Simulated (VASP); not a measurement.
# Be5Pt (F-43m) in VASP: further runs, part 2 of 2

VASP 6.6.1.

## (4) Single point, LDA

File INCAR:

```
ALGO = Normal
EDIFF = 1E-7
ENCUT = 520
GGA = CA
ISIF = 2
ISMEAR = 1
LASPH = T
LCHARG = F
LREAL = F
LWAVE = F
NBANDS = 19
NELM = 60
PREC = Accurate
SIGMA = 0.2
```

File KPOINTS:

```
k-points
0
Gamma
  7 7 7
```

File POSCAR:

```
Be5Pt
1.0
    0.0000000000      2.9813020000      2.9813020000
    2.9813020000      0.0000000000      2.9813020000
    2.9813020000      2.9813020000      0.0000000000
Be Pt
5 1
Direct
    0.2500000000      0.2500000000      0.2500000000
    0.6242630000      0.6242630000      0.1272120000
    0.6242630000      0.1272120000      0.6242630000
    0.1272120000      0.6242630000      0.6242630000
    0.6242630000      0.6242630000      0.6242630000
    0.0000000000      0.0000000000      0.0000000000
```

Potentials or basis: VASP PAW LDA potentials, release 64 (Be, Pt).

Started as:

```
cat potpaw_LDA.64/Be/POTCAR potpaw_LDA.64/Pt/POTCAR > POTCAR
mpirun -np 1 vasp_std > vasp.out
```

OUTCAR:

```text
EDIFF = 1E-7
   ENCUT = 520
   GGA = CA
   ISIF = 2
   ISMEAR = 1
   LASPH = T
   LREAL = F
   NELM = 60
   PREC = Accurate

 ion  position               nearest neighbor table
   1  0.250  0.250  0.250-   6 2.58   6 2.58   6 2.58   6 2.58
   2  0.624  0.624  0.127-   3 2.10   4 2.10   5 2.10   3 2.12   4 2.12   5 2.12   6 2.47   6 2.47
                             6 2.47
   3  0.624  0.127  0.624-   2 2.10   4 2.10   5 2.10   4 2.12   2 2.12   5 2.12   6 2.47   6 2.47
                             6 2.47
   4  0.127  0.624  0.624-   2 2.10   3 2.10   5 2.10   3 2.12   2 2.12   5 2.12   6 2.47   6 2.47
                             6 2.47
   5  0.624  0.624  0.624-   2 2.10   3 2.10   4 2.10   4 2.12   3 2.12   2 2.12   6 2.47   6 2.47
                             6 2.47
   6  0.000  0.000  0.000-   2 2.47   3 2.47   4 2.47   5 2.47   5 2.47   5 2.47   3 2.47   4 2.47
                             2 2.47   2 2.47   4 2.47   3 2.47   1 2.58   1 2.58   1 2.58   1 2.58

  LATTYP: Found a face centered cubic cell.
 ALAT       =     5.9626040000

  Lattice vectors:

 A1 = (   0.0000000000,   2.9813020000,   2.9813020000)
 A2 = (   2.9813020000,   0.0000000000,   2.9813020000)
 A3 = (   2.9813020000,   2.9813020000,   0.0000000000)

[... 181 lines left out ...]
 fundamental gap:      0.2161688039
 Fermi energy:         8.6026715536

 k-point     1 :       0.0000    0.0000    0.0000
  band No.  band energies     occupation
      1      -2.8060      2.00000
      2       2.3807      2.00000
      3       2.3807      2.00000
      4       2.3807      2.00000
      5       3.1556      2.00000
      6       3.1556      2.00000
[... 417 lines left out ...]
      6       3.8934      2.00000
[... 11 lines left out ...]
     18      17.4570      0.00000
     19      17.9201      0.00000

------------------------ aborting loop because EDIFF is reached ----------------------------------------

  FORCE on cell =-STRESS in cart. coord.  units (eV):
  Direction    XX          YY          ZZ          XY          YZ          ZX
  --------------------------------------------------------------------------------------
  -------------------------------------------------------------------------------------
  Total       -2.0721325     -2.0721325     -2.0721325      0.0000000      0.0000000      0.0000000
  in kB      -62.6441019    -62.6441019    -62.6441019      0.0000000      0.0000000      0.0000000
  external PRESSURE =     -62.6441019 kB  Pullay stress =       0.0000000 kB

 VOLUME and BASIS-vectors are now :
 -----------------------------------------------------------------------------
  energy-cutoff  :      520.00
  volume of cell :       53.00
      direct lattice vectors                 reciprocal lattice vectors
     0.000000000  2.981302000  2.981302000    -0.167711959  0.167711959  0.167711959
     2.981302000  0.000000000  2.981302000     0.167711959 -0.167711959  0.167711959
     2.981302000  2.981302000  0.000000000     0.167711959  0.167711959 -0.167711959

 POSITION                                       TOTAL-FORCE (eV/Angst)
 -----------------------------------------------------------------------------------
      1.49065      1.49065      1.49065        -0.000000     -0.000000     -0.000000
      2.24037      2.24037      3.72223        -0.054532     -0.054532      0.054532
      2.24037      3.72223      2.24037        -0.054532      0.054532     -0.054532
      3.72223      2.24037      2.24037         0.054532     -0.054532     -0.054532
      3.72223      3.72223      3.72223         0.054532      0.054532      0.054532
      0.00000      0.00000      0.00000        -0.000000     -0.000000     -0.000000
 -----------------------------------------------------------------------------------
    total drift:                                0.000086      0.000086      0.000086

  FREE ENERGIE OF THE ION-ELECTRON SYSTEM (eV)
  ---------------------------------------------------
  free  energy   TOTEN  =       -31.3932301751 eV

  energy  without entropy=      -31.3938245297  energy(sigma->0) =      -31.39342829
```

stdout:

```text
POSCAR found type information on POSCAR BePt
 POSCAR found :  2 types and       6 ions
 scaLAPACK will be used
 LDA part: xc-table for (Slater(with rela. corr.)+CA(PZ))
 , standard interpolation
 POSCAR, INCAR and KPOINTS ok, starting setup
 FFT: planning ... GRIDC
 FFT: planning ... GRID_SOFT
 FFT: planning ... GRID
 WAVECAR not read
 entering main loop
```

Wall time 24 s (1 thread of Intel Xeon 8259CL, shared host); peak memory 0.16 GiB.

Results:

```
Free energy            : -31.3932 eV
Pressure               : -6.3 GPa
Largest force          : 0.094 eV/Å
Band gap on the k mesh : 0.22 eV, indirect (least direct gap 1.46 eV)
```

Forces on the atoms (eV/Å):
```
Be   0.000  0.000  0.000
Be  -0.055 -0.055  0.055
Be  -0.055  0.055 -0.055
Be   0.055 -0.055 -0.055
Be   0.055  0.055  0.055
Pt   0.000  0.000  0.000
```

Caveat: spin-orbit coupling is left out, which moves the levels of the heavy elements.

## (5) Single point, LDA

File INCAR:

```
PREC = Accurate
ENCUT = 520
EDIFF = 1E-6
ISMEAR = 1
SIGMA = 0.1
LREAL = F
LASPH = T
NELM = 80
ALGO = Normal
ISIF = 2
LWAVE = F
LCHARG = F
GGA = CA
NBANDS = 19
```

File KPOINTS:

```
Automatic mesh
0
Gamma
  7 7 7
```

POSCAR is that of step 4.

Potentials or basis: VASP PAW LDA potentials, release 64 (Be, Pt).

Started as:

```
cat potpaw_LDA.64/Be/POTCAR potpaw_LDA.64/Pt/POTCAR > POTCAR
mpirun -np 1 vasp_std > vasp.out
```

OUTCAR:

```text
PREC = Accurate
   ENCUT = 520
   EDIFF = 1E-6
   ISMEAR = 1
   LREAL = F
   LASPH = T
   NELM = 80
   ISIF = 2
   GGA = CA

 ion  position               nearest neighbor table
   1  0.250  0.250  0.250-   6 2.58   6 2.58   6 2.58   6 2.58
   2  0.624  0.624  0.127-   3 2.10   4 2.10   5 2.10   3 2.12   4 2.12   5 2.12   6 2.47   6 2.47
                             6 2.47
   3  0.624  0.127  0.624-   2 2.10   4 2.10   5 2.10   4 2.12   2 2.12   5 2.12   6 2.47   6 2.47
                             6 2.47
   4  0.127  0.624  0.624-   2 2.10   3 2.10   5 2.10   3 2.12   2 2.12   5 2.12   6 2.47   6 2.47
                             6 2.47
   5  0.624  0.624  0.624-   2 2.10   3 2.10   4 2.10   4 2.12   3 2.12   2 2.12   6 2.47   6 2.47
                             6 2.47
[... 642 lines left out ...]
  Total       -2.0878186     -2.0878186     -2.0878186      0.0000000      0.0000000      0.0000000
  in kB      -63.1183207    -63.1183207    -63.1183207      0.0000000      0.0000000      0.0000000
  external PRESSURE =     -63.1183207 kB  Pullay stress =       0.0000000 kB

 VOLUME and BASIS-vectors are now :
 -----------------------------------------------------------------------------
  energy-cutoff  :      520.00
  volume of cell :       53.00
      direct lattice vectors                 reciprocal lattice vectors
     0.000000000  2.981302000  2.981302000    -0.167711959  0.167711959  0.167711959
     2.981302000  0.000000000  2.981302000     0.167711959 -0.167711959  0.167711959
     2.981302000  2.981302000  0.000000000     0.167711959  0.167711959 -0.167711959

 POSITION                                       TOTAL-FORCE (eV/Angst)
 -----------------------------------------------------------------------------------
      1.49065      1.49065      1.49065        -0.000000     -0.000000     -0.000000
      2.24037      2.24037      3.72223        -0.050099     -0.050099      0.050099
      2.24037      3.72223      2.24037        -0.050099      0.050099     -0.050099
      3.72223      2.24037      2.24037         0.050099     -0.050099     -0.050099
      3.72223      3.72223      3.72223         0.050099      0.050099      0.050099
      0.00000      0.00000      0.00000        -0.000000     -0.000000     -0.000000
 -----------------------------------------------------------------------------------
    total drift:                                0.000086      0.000086      0.000086

  FREE ENERGIE OF THE ION-ELECTRON SYSTEM (eV)
  ---------------------------------------------------
  free  energy   TOTEN  =       -31.3939433533 eV

  energy  without entropy=      -31.3949932002  energy(sigma->0) =      -31.39429330
```

Run time: 23 s. Hardware: 1 thread of Intel Xeon 8259CL, shared host; peak memory 0.16 GiB.

What came out:

| Property | Result |
| --- | --- |
| Free energy | -31.3939 eV |
| Pressure | -6.3 GPa |
| Largest force | 0.087 eV/Å |
| Band gap on the k mesh | 0.21 eV, indirect (least direct gap 1.46 eV) |

Forces in eV/Å, atoms in the order of the input:
```
Be   0.000  0.000  0.000
Be  -0.050 -0.050  0.050
Be  -0.050  0.050 -0.050
Be   0.050 -0.050 -0.050
Be   0.050  0.050  0.050
Pt   0.000  0.000  0.000
```

Caveat: spin-orbit coupling is left out, which moves the levels of the heavy elements. A k mesh can miss the band edges.

## (6) Summary

```tsv
smearing	gap on the mesh (eV)	pressure (GPa)	largest force (eV/Å)
methfessel-paxton 0.5 eV	0.22	-6.2	0.11
methfessel-paxton 0.3 eV	0.22	-6.2	0.10
methfessel-paxton 0.2 eV	0.22	-6.3	0.09
methfessel-paxton 0.1 eV	0.21	-6.3	0.09
```

Alike in all rows: task single point; level LDA; potentials or basis VASP PAW LDA potentials, release 64 (Be, Pt); no spin polarisation; cell as given; k mesh 7 × 7 × 7; cutoff (eV) 520.

On the cell as given the gap runs from 0.21 eV (LDA) to 0.22 eV (LDA).

Caveats: spin-orbit coupling is left out, which moves the levels of the heavy elements.

Total energies depend on the potentials used, so only differences within one code and one set of settings carry meaning.
